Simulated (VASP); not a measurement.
A run of VASP 6.6.1 is set up as follows.

INCAR

```
ALGO     = Normal         # electronic algorithm
EDIFF    = 1E-6           # SCF threshold, eV
ENCUT    = 520            # plane-wave cutoff, eV
GGA      = PE             # functional
ISIF     = 2              # what is computed and relaxed
ISMEAR   = 0              # smearing method
LASPH    = T              # aspherical terms in the spheres
LCHARG   = F              # write CHGCAR
LREAL    = F              # projectors in reciprocal space
LWAVE    = F              # write WAVECAR
NBANDS   = 18             # bands
NELM     = 100            # most SCF steps
PREC     = Accurate       # precision mode
SIGMA    = 0.05           # smearing width, eV
```

Contents of KPOINTS:

```
k-points
0
Gamma
  8 8 8
```

POSCAR

```
HfO2
1.0
    0.0000000000      2.4296250000      2.5575000000
    2.4296250000      0.0000000000      2.5575000000
    2.4296250000      2.4296250000      0.0000000000
Hf O
1 2
Direct
    0.0000000000      0.0000000000      0.0000000000
    0.2500000000      0.2500000000      0.2500000000
    0.7500000000      0.7500000000      0.7500000000
```

Potentials or basis: VASP PAW PBE potentials, release 64 (Hf_pv, O).

Launch:

```bash
$ cat potpaw_PBE.64/Hf_pv/POTCAR potpaw_PBE.64/O/POTCAR > POTCAR
$ mpirun -np 1 vasp_std > vasp.out
```

Problem. Predict the pressure.

Solution. 23.2 GPa.

Problem. What does it give for the band gap on the k mesh?

Solution. 3.39 eV, indirect (least direct gap 3.66 eV).

Stress tensor (GPa, compression positive):
```
32.05  0.00  0.00
 0.00 32.05  0.00
 0.00  0.00  5.41
```

Caveat: the cell differs from its parent crystal (strain -0.050 along x and y, +0.000 along z); spin-orbit coupling is left out, which moves the levels of the heavy elements. A k mesh can miss the band edges.
